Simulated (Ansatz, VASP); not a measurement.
**Ga in VASP and in Ansatz**

```xyz
4
Lattice="2.2553 -3.8224 0.0000 2.2553 3.8224 0.0000 0.0000 0.0000 4.4715" Properties=species:S:1:pos:R:3 pbc="T T T"
Ga    2.2553    2.6566    0.3510
Ga    2.2553   -1.1658    1.8848
Ga    2.2553   -2.6566    4.1205
Ga    2.2553    1.1658    2.5868
```

Change from the starting cell: zz strain of -1 %.

Alike in both runs: task single point; functional PBEsol; k mesh 9 × 9 × 8; occupations fermi-dirac, width 0.05 eV; no spin polarisation.

|  | VASP | Ansatz |
| --- | --- | --- |
| version | VASP 6.6.1 | Ansatz 0.2.0 |
| potentials or method | VASP PAW PBE potentials, release 64 (Ga_d), cutoff 520 eV | all-electron LAPW, scalar-relativistic |

VASP gave:

```
pressure (GPa)                                                : -0.6
traceless stress, the component that is largest in VASP (GPa) : 1.06
rms of the force components (eV/Å)                            : 0.237
```

Estimate Ansatz's values.

pressure (GPa): -0.6; traceless stress, the component that is largest in VASP (GPa): 1.06; rms of the force components (eV/Å): 0.239.

VASP's potentials were made for PBE, not for PBEsol. Atom by atom the forces differ by 0.002 eV/Å (rms over components). Ansatz ran all-electron here, and VASP with PAW potentials.
